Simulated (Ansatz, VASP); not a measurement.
**One calculation of Fe, two programs**

Contents of INCAR:

```
SYSTEM = Fe
PREC = Accurate
ENCUT = 520
EDIFF = 1E-8
ISMEAR = -1
SIGMA = 0.08
LREAL = .False.
LASPH = .True.
NELM = 120
ALGO = Normal
ISIF = 2
LWAVE = .False.
LCHARG = .False.
GGA = PE
LEFG = .True.
NBANDS = 15
GGA_COMPAT = .False.
```

KPOINTS

```
Automatic mesh
0
Gamma
  17 17 10
  0 0 0
```

The input POSCAR:

```
Fe
1.0
    2.4341575853      0.0000000000      0.0000000000
   -1.2170787927      2.1080423057      0.0000000000
    0.0000000000      0.0000000000      3.9187731594
Fe
2
Direct
    0.3333333333      0.6666666667      0.2500000000
    0.6666666667      0.3333333333      0.7500000000
```

Input for Ansatz:

```yaml
crystal:
  lattice:
    - [2.4341575853, 0.0, 0.0]
    - [-1.2170787927, 2.1080423057, 0.0]
    - [0.0, 0.0, 3.9187731594]
  atoms:
    - { symbol: Fe, position: [0.3333333333, 0.6666666667, 0.25] }
    - { symbol: Fe, position: [0.6666666667, 0.3333333333, 0.75] }
kpoints:
  mp_grid: { grid: [17, 17, 10] }
scf:
  occupations: { method: fermi_dirac, width: 0.08 }
hamiltonian:
  xc: pbe
  pseudopotentials: { kind: all_electron, datasets: crystal }
output:
  forces: true
  stress: true
  eigenvalues: true
  efg: { contact_densities: true }
```

Change from the starting cell: zz strain of +2 %, crystal datasets.

Alike in both runs: task electric field gradients; functional PBE; k mesh 17 × 17 × 10; occupations fermi-dirac, width 0.08 eV; no spin polarisation.

```csv
,VASP,Ansatz
version,VASP 6.6.1,Ansatz 0.2.0
potentials or method,"VASP PAW PBE potentials, release 64 (Fe), cutoff 520 eV","all-electron PAW with datasets made for the crystal, scalar-relativistic"
```

Ansatz gave:

* pressure (GPa): 4.4
* traceless stress, the component that is largest in VASP (GPa): -5.50
* size of Vzz on the site where it differs most (V/Å²): 1.3

Task: What did VASP give for the same quantities?

Result: Pressure (GPa): 3.8; traceless stress, the component that is largest in VASP (GPa): -5.44; size of Vzz on the site where it differs most (V/Å²): 2.6.

Ansatz ran all-electron here, and VASP with PAW potentials. Ansatz's warnings: printed levels off.
